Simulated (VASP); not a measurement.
# GaN (F-43m) in VASP: single point with PBE

Aim: the single point of GaN with PBE.

Everything below comes from runs of VASP 6.6.1. Logs are shortened: lines on timing, memory, paths and dates and some standing lists are left out, and cuts for length are marked.

## Step 1: The cell of the first run

It takes space group F-43m (No. 216, cubic). Conventional cell: a = 4.507 Å, b = 4.507 Å, c = 4.507 Å, α = 90.00°, β = 90.00°, γ = 90.00°. Ga (site symmetry -43m) has 4 N at 1.95 Å within 2.6 Å. Within 2.6 Å of N (site symmetry -43m) lie 4 Ga at 1.95 Å.

## Step 2: Single point, PBE

INCAR reads:

```
SYSTEM = GaN
PREC = Accurate ; ENCUT = 600
EDIFF = 1E-6 ; ISMEAR = -1
SIGMA = 0.01 ; LREAL = .False.
LASPH = .True. ; NELM = 120
ALGO = Normal ; ISIF = 2
LWAVE = .False. ; LCHARG = .False.
GGA = PE ; NBANDS = 16
GGA_COMPAT = .False.
```

KPOINTS reads:

```
regular mesh
0
Gamma
  1 1 1
  0 0 0
```

POSCAR reads:

```
GaN
1.0
    0.0000000000      2.2535006100      2.2535006100
    2.2535006100      0.0000000000      2.2535006100
    2.2535006100      2.2535006100      0.0000000000
Ga N
1 1
Direct
    0.0000000000      0.0000000000      0.0000000000
    0.7499999989      0.7499999989      0.7499999989
```

Potentials or basis: VASP PAW PBE potentials, release 64 (Ga_d, N).

Command:

```bash
> cat potpaw_PBE.64/Ga_d/POTCAR potpaw_PBE.64/N/POTCAR > POTCAR
> mpirun -np 1 vasp_gam > vasp.out
```

OUTCAR:

```text
SYSTEM = GaN
   PREC = Accurate
   ENCUT = 600
   EDIFF = 1E-6
   ISMEAR = -1
   LREAL = .False.
   LASPH = .True.
   NELM = 120
   ISIF = 2
   GGA = PE

 ion  position               nearest neighbor table
   1  0.000  0.000  0.000-   2 1.95   2 1.95   2 1.95   2 1.95
   2  0.750  0.750  0.750-   1 1.95   1 1.95   1 1.95   1 1.95

  LATTYP: Found a face centered cubic cell.
 ALAT       =     4.5070012200

  Lattice vectors:

 A1 = (   0.0000000000,   2.2535006100,   2.2535006100)
 A2 = (   2.2535006100,   0.0000000000,   2.2535006100)
 A3 = (   2.2535006100,   2.2535006100,   0.0000000000)

Analysis of symmetry for initial positions (statically):
=====================================================================
 Subroutine PRICEL returns:
 Original cell was already a primitive cell.

 Routine SETGRP: Setting up the symmetry group for a
 face centered cubic supercell.

 Subroutine GETGRP returns: Found 24 space group operations
 (whereof 24 operations were pure point group operations)
 out of a pool of 48 trial point group operations.

The static configuration has the point symmetry T_d .

Analysis of symmetry for dynamics (positions and initial velocities):
=====================================================================
 Subroutine PRICEL returns:
 Original cell was already a primitive cell.

 Routine SETGRP: Setting up the symmetry group for a
 face centered cubic supercell.

 Subroutine GETGRP returns: Found 24 space group operations
 (whereof 24 operations were pure point group operations)
 out of a pool of 48 trial point group operations.

The dynamic configuration has the point symmetry T_d .

 Subroutine INISYM returns: Found 24 space group operations
 (whereof 24 operations are pure point group operations),
 and found     1 'primitive' translations

----------------------------------------------------------------------------------------

                                     Primitive cell

  volume of cell :      22.8877

  direct lattice vectors                    reciprocal lattice vectors
     0.000000000  2.253500610  2.253500610    -0.221877020  0.221877020  0.221877020
     2.253500610  0.000000000  2.253500610     0.221877020 -0.221877020  0.221877020
     2.253500610  2.253500610  0.000000000     0.221877020  0.221877020 -0.221877020

  length of vectors
     3.186931125  3.186931125  3.186931125     0.384302272  0.384302272  0.384302272

  position of ions in fractional coordinates (direct lattice)
     0.000000000  0.000000000  0.000000000
     0.749999999  0.749999999  0.749999999

  ion indices of the primitive-cell ions
   primitive index   ion index
                 1           1
                 2           2

----------------------------------------------------------------------------------------

 KPOINTS: regular mesh

Automatic generation of k-mesh.
 Grid dimensions read from file:
 generate k-points for:    1    1    1

 Generating k-lattice:

  Cartesian coordinates                     Fractional coordinates (reciprocal lattice)
    -0.221877020  0.221877020  0.221877020     1.000000000  0.000000000  0.000000000
     0.221877020 -0.221877020  0.221877020     0.000000000  1.000000000  0.000000000
     0.221877020  0.221877020 -0.221877020     0.000000000  0.000000000  1.000000000

  Length of vectors
     0.384302272  0.384302272  0.384302272

  Shift w.r.t. Gamma in fractional coordinates (k-lattice)
     0.000000000  0.000000000  0.000000000

 Subroutine IBZKPT returns following result:
 ===========================================

 Found      1 irreducible k-points:

 Following reciprocal coordinates:
            Coordinates               Weight
  0.000000  0.000000  0.000000      1.000000
   k-points           NKPTS =      1   k-points in BZ     NKDIM =      1   number of bands    NBANDS=     16
   number of dos      NEDOS =    301   number of ions     NIONS =      2
   total plane-waves  NPLWV =  21952
   dimension x,y,z NGX =    28 NGY =   28 NGZ =   28
   dimension x,y,z NGXF=    56 NGYF=   56 NGZF=   56
   ions per type =               1   1
   NGX,Y,Z   is equivalent  to a cutoff of  14.61, 14.61, 14.61 a.u.
   NGXF,Y,Z  is equivalent  to a cutoff of  29.21, 29.21, 29.21 a.u.
 SYSTEM =  GaN
   PREC   = accura    normal or accurate (medium, high low for compatibility)
   ISTART =      0    job   : 0-new  1-cont  2-samecut
   ICHARG =      2    charge: 1-file 2-atom 10-const
   ISPIN  =      1    spin polarized calculation?
   LNONCOLLINEAR =      F non collinear calculations
   LSORBIT =      F    spin-orbit coupling
   LASPH  =      T    aspherical Exc in radial PAW
   ENCUT  =  600.0 eV  44.10 Ry    6.64 a.u.   6.37  6.37  6.37*2*pi/ulx,y,z
   NELM   =    120;   NELMIN=  2; NELMDL= -5     # of ELM steps
   EDIFF  = 0.1E-05   stopping-criterion for ELM
   LREAL  =      F    real-space projection
   EDIFFG = 0.1E-04   stopping-criterion for IOM
   NSW    =      0    number of steps for IOM
   IBRION =     -1    ionic relax: 0-MD 1-quasi-New 2-CG
   NFREE  =      0    steps in history (QN), initial steepest desc. (CG)
   ISIF   =      2    stress and relaxation
   ISYM   =      2    0-nonsym 1-usesym 2-fastsym
   POTIM  = 0.5000    time-step for ionic-motion
   TEBEG  =    0.0;   TEEND  =   0.0 temperature during run
   PSTRESS=    0.0 pullay stress
   NELECT =      18.0000    total number of electrons
   NUPDOWN=      -1.0000    fix difference up-down
   EMIN   =  10.00;   EMAX   =-10.00  energy-range for DOS
   EFERMI =   0.00;   METHOD = LEGACY
   ISMEAR =    -1;   SIGMA  =   0.01  broadening in eV -4-tet -1-fermi 0-gaus
   EFERMI_NEDOS =   21; number of points for ismear=-14 and -15
   IALGO  =     38    algorithm
   IMIX   =      4    mixing-type and parameters
     AMIX     =   0.40;   BMIX     =  1.00
     AMIX_MAG =   1.60;   BMIX_MAG =  1.00
  volume/ion in A,a.u.               =      11.44        77.23
  Fermi-wavevector in a.u.,A,eV,Ry     =   1.511117  2.855596 31.068543  2.283473
  Thomas-Fermi vector in A             =   2.621216
   LORBIT       =      0    0 simple, 1 ext, 2 COOP (PROOUT), +10 PAW based schemes
   GGA     = PE    functional components
   LHFCALC =     F    Hartree Fock is set to
   AEXX    =    0.0000 exact exchange contribution
   IVDW    =     0    specifies the selected vdW correction
   LEPSILON=     F    determine dielectric tensor
   LRPA    =     F    only Hartree local field effects (RPA)
 non-spin polarized calculation
  energy-cutoff  :      600.00
  volume of cell :       22.89
 maximum number of plane-waves:       375
 NGX is ok and might be reduce to    28
   NGX = 13   NGY = 13   NGZ = 13

 number of electron      18.0000006 magnetization

 Free energy of the ion-electron system (eV)
  ---------------------------------------------------
  ext. energy  EPLUGINS =         0.00000000
  ---------------------------------------------------
  free energy    TOTEN  =         4.24070606 eV

  energy without entropy =        4.24070606  energy(sigma->0) =        4.24070606

 E-fermi :   8.6506     XC(G=0): -11.1285

 val. band max:        8.3782585210   @ k =   0.0000   0.0000   0.0000
 cond. band min:       8.9045174488   @ k =   0.0000   0.0000   0.0000
 fundamental gap:      0.5262589279
 Fermi energy:         8.6506288582

 k-point     1 :       0.0000    0.0000    0.0000
  band No.  band energies     occupation
      1      -8.5867      2.00000
      2      -8.2979      2.00000
      3      -8.2979      2.00000
      4      -8.2979      2.00000
      5      -8.0871      2.00000
      6      -8.0871      2.00000
[... 8 lines left out ...]
     15      24.4060      0.00000
     16      24.4060      0.00000

------------------------ aborting loop because EDIFF is reached ----------------------------------------

  FORCE on cell =-STRESS in cart. coord.  units (eV):
  Direction    XX          YY          ZZ          XY          YZ          ZX
  --------------------------------------------------------------------------------------
  -------------------------------------------------------------------------------------
  Total        9.0709076      9.0709076      9.0709076      0.0000000      0.0000000      0.0000000
  in kB      634.9774302    634.9774302    634.9774302      0.0000000      0.0000000      0.0000000
  external PRESSURE =     634.9774302 kB  Pullay stress =       0.0000000 kB

 VOLUME and BASIS-vectors are now :
 -----------------------------------------------------------------------------
  energy-cutoff  :      600.00
  volume of cell :       22.89
      direct lattice vectors                 reciprocal lattice vectors
     0.000000000  2.253500610  2.253500610    -0.221877020  0.221877020  0.221877020
     2.253500610  0.000000000  2.253500610     0.221877020 -0.221877020  0.221877020
     2.253500610  2.253500610  0.000000000     0.221877020  0.221877020 -0.221877020

 POSITION                                       TOTAL-FORCE (eV/Angst)
 -----------------------------------------------------------------------------------
      0.00000      0.00000      0.00000        -0.000000     -0.000000     -0.000000
      3.38025      3.38025      3.38025         0.000000      0.000000      0.000000
 -----------------------------------------------------------------------------------
    total drift:                                0.000003      0.000003      0.000003

  FREE ENERGIE OF THE ION-ELECTRON SYSTEM (eV)
  ---------------------------------------------------
  free  energy   TOTEN  =         4.2407060554 eV

  energy  without entropy=        4.2407060554  energy(sigma->0) =        4.24070606
```

Wall time 2.7 s (1 thread of AMD EPYC 7R13 (Zen 3), shared host); peak memory 0.12 GiB.

Results:

```
Free energy : 4.2407 eV
Pressure    : 63.5 GPa
```

Levels at points of the mesh, in eV from the Fermi level:
| k point | band 7 | band 8 | band 9 | band 10 | band 11 | band 12 |
| --- | --- | --- | --- | --- | --- | --- |
| (0.00, 0.00, 0.00) | -0.27 | -0.27 | -0.27 | 0.25 | 7.26 | 7.26 |

Caveat: the k points lie up to 2.41 Å⁻¹ apart.
